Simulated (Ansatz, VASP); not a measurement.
**One calculation of KBr, two programs**

```
K Br
1.0
     5.61858    0.00000    0.00000
    -2.80929    4.86583    0.00000
     0.00000    0.00000    6.55383
K Br
2 2
Cartesian
  0.0000 3.2439 -0.4096
  2.8093 1.6219 2.8673
  0.0000 3.2439 2.8673
  2.8093 1.6219 6.1442
```

Alike in both runs: task single point; functional r2SCAN; k mesh 6 × 6 × 4; no spin polarisation.

|  | VASP | Ansatz |
| --- | --- | --- |
| version | VASP 6.6.1 | Ansatz 0.2.0 |
| potentials or method | VASP PAW PBE potentials, release 64 (K_sv, Br) | plane waves, PAW |
| plane-wave cutoff (eV) | 520 | 500 |
| occupations | gaussian, width 0.01 eV | fixed |
| valence electrons in the cell | 32 | 32 |

```csv
,VASP,Ansatz,Ansatz less VASP
gap on the k mesh at the Fermi level (eV),4.77,4.76,-0.001
```

VASP's potentials were made for PBE, not for r2SCAN.
